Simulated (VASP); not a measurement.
# ZnS (P6_3mc) in VASP: further runs

Runs on ZnS. Level: PBE. Tasks: single point.

All numbers are computed with VASP 6.6.1; they aren't measurements. Logs are shortened: lines on timing, memory, paths and dates and some standing lists are left out, and cuts for length are marked.

## Step 1: The cell of the first run

It takes space group P6_3mc (No. 186, hexagonal). The conventional cell has a = 3.725 Å, b = 3.725 Å, c = 6.719 Å, α = 90.00°, β = 90.00°, γ = 120.00°. Zn (site symmetry 3m) has 4 S at 2.31 to 2.52 Å within 3.1 Å. S (site symmetry 3m) has 4 Zn at 2.31 to 2.52 Å within 3.1 Å.

## Step 2: Single point, PBE

The input, INCAR:

```
ALGO = Normal
EDIFF = 1E-6
ENCUT = 520
GGA = PE
ISIF = 2
ISMEAR = 0
LASPH = T
LCHARG = F
LREAL = F
LWAVE = F
NBANDS = 26
NELM = 100
PREC = Accurate
SIGMA = 0.05
```

The input, KPOINTS:

```
k-points
0
Gamma
  12 12 6
```

The input, POSCAR:

```
ZnS
1.0
    3.7252417549      0.0000000000      0.0000000000
   -1.8626208774      3.2261539950      0.0000000000
    0.0000000000      0.0000000000      6.7189772730
Zn S
2 2
Direct
    0.3333333333      0.6666666667      0.0052197899
    0.6666666667      0.3333333333      0.5052197899
    0.3333333333      0.6666666667      0.3797802101
    0.6666666667      0.3333333333      0.8797802101
```

Potentials or basis: VASP PAW PBE potentials, release 64 (Zn, S).

Launch:

```bash
$ cat potpaw_PBE.64/Zn/POTCAR potpaw_PBE.64/S/POTCAR > POTCAR
$ mpirun -np 1 vasp_std > vasp.out
```

OUTCAR:

```text
EDIFF = 1E-6
   ENCUT = 520
   GGA = PE
   ISIF = 2
   ISMEAR = 0
   LASPH = T
   LREAL = F
   NELM = 100
   PREC = Accurate

 ion  position               nearest neighbor table
   1  0.333  0.667  0.005-   4 2.31   4 2.31   4 2.31   3 2.52
   2  0.667  0.333  0.505-   3 2.31   3 2.31   3 2.31   4 2.52
   3  0.333  0.667  0.380-   2 2.31   2 2.31   2 2.31   1 2.52
   4  0.667  0.333  0.880-   1 2.31   1 2.31   1 2.31   2 2.52

  LATTYP: Found a hexagonal cell.
 ALAT       =     3.7252417549
 C/A-ratio  =     1.8036352310

  Lattice vectors:

 A1 = (   3.7252417549,   0.0000000000,   0.0000000000)
 A2 = (  -1.8626208774,   3.2261539950,   0.0000000000)
 A3 = (   0.0000000000,   0.0000000000,   6.7189772730)

Analysis of symmetry for initial positions (statically):
=====================================================================
 Subroutine PRICEL returns:
 Original cell was already a primitive cell.

 Routine SETGRP: Setting up the symmetry group for a
 hexagonal supercell.

 Subroutine GETGRP returns: Found 12 space group operations
 (whereof  6 operations were pure point group operations)
 out of a pool of 24 trial point group operations.

The static configuration has the point symmetry C_3v.
 The point group associated with its full space group is C_6v.

Analysis of symmetry for dynamics (positions and initial velocities):
=====================================================================
 Subroutine PRICEL returns:
 Original cell was already a primitive cell.

 Routine SETGRP: Setting up the symmetry group for a
 hexagonal supercell.

 Subroutine GETGRP returns: Found 12 space group operations
 (whereof  6 operations were pure point group operations)
 out of a pool of 24 trial point group operations.

The dynamic configuration has the point symmetry C_3v.
 The point group associated with its full space group is C_6v.

 Subroutine INISYM returns: Found 12 space group operations
 (whereof  6 operations are pure point group operations),
 and found     1 'primitive' translations

----------------------------------------------------------------------------------------

                                     Primitive cell

  volume of cell :      80.7500

  direct lattice vectors                    reciprocal lattice vectors
     3.725241755  0.000000000  0.000000000     0.268438954  0.154983302  0.000000000
    -1.862620877  3.226153995  0.000000000     0.000000000  0.309966605  0.000000000
     0.000000000  0.000000000  6.718977273     0.000000000  0.000000000  0.148832175

  length of vectors
     3.725241755  3.725241755  6.718977273     0.309966605  0.309966605  0.148832175

  position of ions in fractional coordinates (direct lattice)
     0.333333333  0.666666667  0.005219790
     0.666666667  0.333333333  0.505219790
     0.333333333  0.666666667  0.379780210
     0.666666667  0.333333333  0.879780210

  ion indices of the primitive-cell ions
   primitive index   ion index
                 1           1
                 2           2
                 3           3
                 4           4

----------------------------------------------------------------------------------------

 KPOINTS: k-points

Automatic generation of k-mesh.
 Grid dimensions read from file:
 generate k-points for:   12   12    6

 Generating k-lattice:

  Cartesian coordinates                     Fractional coordinates (reciprocal lattice)
     0.022369913  0.012915275  0.000000000     0.083333333  0.000000000  0.000000000
     0.000000000  0.025830550  0.000000000     0.000000000  0.083333333  0.000000000
     0.000000000  0.000000000  0.024805362     0.000000000  0.000000000  0.166666667

  Length of vectors
     0.025830550  0.025830550  0.024805362

  Shift w.r.t. Gamma in fractional coordinates (k-lattice)
     0.000000000  0.000000000  0.000000000

 Subroutine IBZKPT returns following result:
 ===========================================

 Found     76 irreducible k-points:

 Following reciprocal coordinates:
            Coordinates               Weight
  0.000000  0.000000  0.000000      1.000000
  0.083333 -0.000000  0.000000      6.000000
  0.166667 -0.000000  0.000000      6.000000
  0.250000 -0.000000  0.000000      6.000000
  0.333333  0.000000  0.000000      6.000000
  0.416667 -0.000000  0.000000      6.000000
[... 16 lines left out ...]
  0.250000 -0.000000  0.166667     12.000000
  0.333333  0.000000  0.166667     12.000000
 [... further k-points ...]
   k-points           NKPTS =     76   k-points in BZ     NKDIM =     76   number of bands    NBANDS=     26
   number of dos      NEDOS =    301   number of ions     NIONS =      4
   total plane-waves  NPLWV =  39200
   dimension x,y,z NGX =    28 NGY =   28 NGZ =   50
   dimension x,y,z NGXF=    56 NGYF=   56 NGZF=  100
   ions per type =               2   2
   NGX,Y,Z   is equivalent  to a cutoff of  12.50, 12.50, 12.37 a.u.
   NGXF,Y,Z  is equivalent  to a cutoff of  24.99, 24.99, 24.74 a.u.
 SYSTEM =  unknown system
   PREC   = accura    normal or accurate (medium, high low for compatibility)
   ISTART =      0    job   : 0-new  1-cont  2-samecut
   ICHARG =      2    charge: 1-file 2-atom 10-const
   ISPIN  =      1    spin polarized calculation?
   LNONCOLLINEAR =      F non collinear calculations
   LSORBIT =      F    spin-orbit coupling
   LASPH  =      T    aspherical Exc in radial PAW
   ENCUT  =  520.0 eV  38.22 Ry    6.18 a.u.   6.93  6.93 12.49*2*pi/ulx,y,z
   NELM   =    100;   NELMIN=  2; NELMDL= -5     # of ELM steps
   EDIFF  = 0.1E-05   stopping-criterion for ELM
   LREAL  =      F    real-space projection
   EDIFFG = 0.1E-04   stopping-criterion for IOM
   NSW    =      0    number of steps for IOM
   IBRION =     -1    ionic relax: 0-MD 1-quasi-New 2-CG
   NFREE  =      0    steps in history (QN), initial steepest desc. (CG)
   ISIF   =      2    stress and relaxation
   ISYM   =      2    0-nonsym 1-usesym 2-fastsym
   POTIM  = 0.5000    time-step for ionic-motion
   TEBEG  =    0.0;   TEEND  =   0.0 temperature during run
   PSTRESS=    0.0 pullay stress
   NELECT =      36.0000    total number of electrons
   NUPDOWN=      -1.0000    fix difference up-down
   EMIN   =  10.00;   EMAX   =-10.00  energy-range for DOS
   EFERMI =   0.00;   METHOD = LEGACY
   ISMEAR =     0;   SIGMA  =   0.05  broadening in eV -4-tet -1-fermi 0-gaus
   EFERMI_NEDOS =   21; number of points for ismear=-14 and -15
   IALGO  =     38    algorithm
   IMIX   =      4    mixing-type and parameters
     AMIX     =   0.40;   BMIX     =  1.00
     AMIX_MAG =   1.60;   BMIX_MAG =  1.00
  volume/ion in A,a.u.               =      20.19       136.23
  Fermi-wavevector in a.u.,A,eV,Ry     =   1.250628  2.363344 21.280464  1.564070
  Thomas-Fermi vector in A             =   2.384613
   LORBIT       =      0    0 simple, 1 ext, 2 COOP (PROOUT), +10 PAW based schemes
   GGA     = PE    functional components
   LHFCALC =     F    Hartree Fock is set to
   AEXX    =    0.0000 exact exchange contribution
   IVDW    =     0    specifies the selected vdW correction
   LEPSILON=     F    determine dielectric tensor
   LRPA    =     F    only Hartree local field effects (RPA)
 non-spin polarized calculation
 Gauss-broadening in eV      SIGMA  =   0.05
  energy-cutoff  :      520.00
  volume of cell :       80.75
 maximum number of plane-waves:      2194
 NGX is ok and might be reduce to    28
   NGX = 13   NGY = 13   NGZ = 25

 number of electron      35.9999976 magnetization

 Free energy of the ion-electron system (eV)
  ---------------------------------------------------
  ext. energy  EPLUGINS =         0.00000000
  ---------------------------------------------------
  free energy    TOTEN  =       -13.51136706 eV

  energy without entropy =      -13.51136706  energy(sigma->0) =      -13.51136706

 E-fermi :   2.3078     XC(G=0):  -9.5172

 val. band max:        2.0514551769   @ k =   0.0000   0.0000   0.0000
 cond. band min:       3.8114007500   @ k =   0.0000   0.0000   0.0000
 fundamental gap:      1.7599455731
 Fermi energy:         2.3078205835

 k-point     1 :       0.0000    0.0000    0.0000
  band No.  band energies     occupation
      1     -11.1137      2.00000
      2     -10.4291      2.00000
      3      -4.3839      2.00000
      4      -4.3839      2.00000
      5      -4.3352      2.00000
      6      -4.3284      2.00000
[... 18 lines left out ...]
     25       9.7530      0.00000
     26      10.3479      0.00000

 k-point     2 :       0.0833   -0.0000    0.0000
  band No.  band energies     occupation
      1     -11.0633      2.00000
      2     -10.3933      2.00000
      3      -4.3879      2.00000
      4      -4.3732      2.00000
      5      -4.3289      2.00000
      6      -4.3197      2.00000
[... 18 lines left out ...]
     25       9.9721      0.00000
     26      10.1811      0.00000

 k-point     3 :       0.1667   -0.0000    0.0000
  band No.  band energies     occupation
      1     -10.9192      2.00000
      2     -10.2943      2.00000
      3      -4.3956      2.00000
      4      -4.3449      2.00000
      5      -4.3217      2.00000
      6      -4.2800      2.00000
[... 18 lines left out ...]
     25       9.9249      0.00000
     26      10.5755      0.00000

 k-point     4 :       0.2500   -0.0000    0.0000
  band No.  band energies     occupation
      1     -10.7040      2.00000
      2     -10.1575      2.00000
      3      -4.3951      2.00000
      4      -4.3104      2.00000
      5      -4.3085      2.00000
      6      -4.2240      2.00000
[... 18 lines left out ...]
     25      10.1306      0.00000
     26      10.7083      0.00000
[... 496 lines left out ...]
      1     -10.8819      2.00000
      2     -10.3416      2.00000
      3      -4.3948      2.00000
      4      -4.3409      2.00000
      5      -4.3270      2.00000
      6      -4.2818      2.00000
[... 18 lines left out ...]
     25       9.9778      0.00000
     26      10.4459      0.00000

 k-point    23 :       0.2500   -0.0000    0.1667
  band No.  band energies     occupation
      1     -10.6706      2.00000
      2     -10.1977      2.00000
      3      -4.3945      2.00000
      4      -4.3152      2.00000
      5      -4.3050      2.00000
      6      -4.2302      2.00000
[... 18 lines left out ...]
     25      10.1710      0.00000
     26      10.9348      0.00000

 k-point    24 :       0.3333    0.0000    0.1667
  band No.  band energies     occupation
      1     -10.4313      2.00000
      2     -10.0546      2.00000
      3      -4.3742      2.00000
      4      -4.2948      2.00000
      5      -4.2749      2.00000
      6      -4.1793      2.00000
[... 18 lines left out ...]
     25      10.6862      0.00000
     26      12.0538      0.00000

 [... further k-points ...]
[... 5 lines left out ...]
  --------------------------------------------------------------------------------------
  -------------------------------------------------------------------------------------
  Total        2.3828125      2.3828125     -3.1222250      0.0000000      0.0000000      0.0000000
  in kB       47.2778514     47.2778514    -61.9486783      0.0000000      0.0000000      0.0000000
  external PRESSURE =      10.8690081 kB  Pullay stress =       0.0000000 kB

 VOLUME and BASIS-vectors are now :
 -----------------------------------------------------------------------------
  energy-cutoff  :      520.00
  volume of cell :       80.75
      direct lattice vectors                 reciprocal lattice vectors
     3.725241755  0.000000000  0.000000000     0.268438954  0.154983302  0.000000000
    -1.862620877  3.226153995  0.000000000     0.000000000  0.309966605  0.000000000
     0.000000000  0.000000000  6.718977273     0.000000000  0.000000000  0.148832175

 POSITION                                       TOTAL-FORCE (eV/Angst)
 -----------------------------------------------------------------------------------
     -0.00000      2.15077      0.03507        -0.000000      0.000000      0.342031
      1.86262      1.07538      3.39456        -0.000000     -0.000000      0.342031
     -0.00000      2.15077      2.55173         0.000000     -0.000000     -0.342031
      1.86262      1.07538      5.91122         0.000000      0.000000     -0.342031
 -----------------------------------------------------------------------------------
    total drift:                               -0.000001     -0.000001      0.000294

  FREE ENERGIE OF THE ION-ELECTRON SYSTEM (eV)
  ---------------------------------------------------
  free  energy   TOTEN  =       -13.5113670609 eV

  energy  without entropy=      -13.5113670609  energy(sigma->0) =      -13.51136706
```

It took 62 s on 1 thread of Intel Xeon 6975P-C (Granite Rapids), shared host; peak memory 0.27 GiB.

Results:

| Quantity | Value |
| --- | --- |
| Free energy | -13.5114 eV |
| Pressure | 1.1 GPa |
| Largest force | 0.342 eV/Å |
| Band gap on the k mesh | 1.76 eV, direct |

Forces on the atoms (eV/Å):
```
Zn   0.000  0.000  0.342
Zn   0.000  0.000  0.342
S    0.000  0.000 -0.342
S    0.000  0.000 -0.342
```

Stress tensor (GPa, compression positive):
```
 4.73  0.00  0.00
 0.00  4.73  0.00
 0.00  0.00 -6.19
```

(Continued in part 2 of 3.)
